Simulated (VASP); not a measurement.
Runs of VASP 6.6.1 on Ca. The structure is cubic, space group Pm-3m (No. 221). Conventional cell: a = 3.489 Å, b = 3.489 Å, c = 3.489 Å, α = 90.00°, β = 90.00°, γ = 90.00°. Ca (site symmetry m-3m) has 6 Ca at 3.49 Å within 4.6 Å. This isn't the form of Ca at room conditions, which is fcc.

```tsv
level	k mesh	cutoff (eV)	smearing	gap on the mesh (eV)	pressure (GPa)
PBE	8 × 8 × 8	520	tetrahedron	none	0.0
RPBE	4 × 4 × 4	520	gaussian 0.1 eV	none	1.9
PBE+D3(BJ)	4 × 4 × 4	520	methfessel-paxton 0.03 eV	none	0.6
PBE	6 × 6 × 6	500	gaussian 0.1 eV	none	(a)
PBE	8 × 8 × 8	500	gaussian 0.1 eV	none	(b)
```

Alike in all rows: task single point; potentials or basis VASP PAW PBE potentials, release 64 (Ca_sv); no spin polarisation; cell as given.

**Question.** Fill in the values left out.

**Answer.** (a) 0.5; (b) 0.4.

Caveats: some runs use coarse meshes; the PAW data sets were made with another functional, which shifts forces and pressure a little (at least some runs).

A gap of «none» marks levels without a gap at the run's occupations.
